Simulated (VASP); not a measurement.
Write the native input for VASP 6.6.1 that does the following.

```yaml
Task: single point
Functional: r2SCAN
Potentials_or_basis: VASP PAW PBE potentials, release 64 (K_sv, F)
Cutoff: 520 eV
k_mesh: 8 × 8 × 8
Occupations: gaussian, width 0.01 eV
Spin: no spin polarisation
Dipole_correction: no
Further_INCAR_settings: ALGO = Normal; EDIFF = 1e-06; NBANDS = 15
```

KF:

```
K F
1.0
     3.29077    0.00000    0.00000
     0.00000    3.17887    0.00000
     0.00000    0.00000    3.17887
K F
1 1
Cartesian
  0.0000 0.0000 0.0000
  1.6454 1.5894 1.5894
```

This cell differs from its parent crystal: uniaxial x strain +3.5%.

One way to write it, as run:

POSCAR

```
KF
1.0
    3.2907669295      0.0000000000      0.0000000000
    0.0000000000      3.1788706815      0.0000000000
    0.0000000000      0.0000000000      3.1788706815
K F
1 1
Direct
    0.0000000000      0.0000000000      0.0000000000
    0.5000000000      0.5000000000      0.5000000000
```

INCAR.step1

```
SYSTEM = KF
PREC     = Accurate       ! precision mode
ENCUT    = 520            ! plane-wave cutoff, eV
ISMEAR   = 0              ! smearing method
SIGMA    = 0.01           ! smearing width, eV
LREAL    = .False.        ! projectors in reciprocal space
LASPH    = .True.         ! aspherical terms in the spheres
NELM     = 80             ! most SCF steps
NBANDS   = 15             ! bands
GGA      = PE             ! functional
ALGO     = Normal         ! electronic algorithm
EDIFF    = 1E-4           ! SCF threshold, eV
LWAVE    = .True.         ! write WAVECAR
LCHARG   = .False.        ! write CHGCAR
```

INCAR.step2

```
SYSTEM = KF
PREC     = Accurate       ! precision mode
ENCUT    = 520            ! plane-wave cutoff, eV
EDIFF    = 1E-6           ! SCF threshold, eV
ISMEAR   = 0              ! smearing method
SIGMA    = 0.01           ! smearing width, eV
LREAL    = .False.        ! projectors in reciprocal space
LASPH    = .True.         ! aspherical terms in the spheres
NELM     = 80             ! most SCF steps
ALGO     = Normal         ! electronic algorithm
ISIF     = 2              ! what is computed and relaxed
LWAVE    = .False.        ! write WAVECAR
LCHARG   = .False.        ! write CHGCAR
METAGGA  = R2SCAN         ! meta-GGA
LMIXTAU  = .True.       
NBANDS   = 15             ! bands
ISTART   = 1
```

KPOINTS

```
Automatic mesh
0
Gamma
  8 8 8
  0 0 0
```

Potentials or basis: VASP PAW PBE potentials, release 64 (K_sv, F).

Run with:

```sh
$ cat potpaw_PBE.64/K_sv/POTCAR potpaw_PBE.64/F/POTCAR > POTCAR
$ cp INCAR.step1 INCAR
$ mpirun -np 1 vasp_std > vasp.out
$ cp INCAR.step2 INCAR
$ mpirun -np 1 vasp_std > vasp.out
```

Results of the run:

```json
{
  "Pressure": "-1.4 GPa",
  "Band gap on the k mesh": "7.40 eV, indirect (least direct gap 7.44 eV)"
}
```

Caveat: the cell differs from its parent crystal (uniaxial x strain +3.5%); the PAW data sets were made with another functional, which shifts forces and pressure a little.

Wall time 66 s on 1 thread of AMD EPYC 9R14 (Zen 4) (shared host), peak memory 0.14 GiB.
